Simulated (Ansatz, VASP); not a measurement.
One calculation of Pd, two programs

Contents of INCAR:

```
  PREC = Accurate
  ENCUT = 520
  EDIFF = 1E-6
  ISMEAR = -1
  SIGMA = 0.05
  LREAL = F
  LASPH = T
  NELM = 100
  ALGO = Normal
  ISIF = 2
  LWAVE = F
  LCHARG = F
  GGA = PE
  NBANDS = 11
```

The input KPOINTS:

```
Automatic mesh
0
Gamma
  18 18 18
```

Contents of POSCAR:

```
Pd
1.0
    0.0000000000      1.9318465866      1.9318465866
    1.9318465866      0.0000000000      1.9318465866
    1.9318465866      1.9318465866      0.0000000000
Pd
1
Direct
    0.0000000000      0.0000000000      0.0000000000
```

Input for Ansatz:

```yaml
crystal:
  lattice:
    - [0.0, 1.9318465866, 1.9318465866]
    - [1.9318465866, 0.0, 1.9318465866]
    - [1.9318465866, 1.9318465866, 0.0]
  atoms:
    - { symbol: Pd, position: [0.0, 0.0, 0.0] }
kpoints:
  mp_grid: { grid: [18, 18, 18] }
scf:
  occupations: { method: fermi_dirac, width: 0.05 }
hamiltonian:
  xc: pbe
  pseudopotentials: { kind: all_electron, lapw: { basis_error: 0.00025 } }
output:
  forces: true
  stress: true
  eigenvalues: true
```

Change from the starting cell: volume scaled by 0.98.

Alike in both runs: task single point; functional PBE; k mesh 18 × 18 × 18; occupations fermi-dirac, width 0.05 eV; no spin polarisation.

```csv
,VASP,Ansatz
version,VASP 6.6.1,Ansatz 0.2.0
potentials or method,"VASP PAW PBE potentials, release 64 (Pd), cutoff 520 eV","all-electron LAPW, scalar-relativistic"
```

```tsv
	VASP	Ansatz	Ansatz less VASP
pressure (GPa)	11.7	12.0	+0.28
```

Ansatz ran all-electron here, and VASP with PAW potentials.
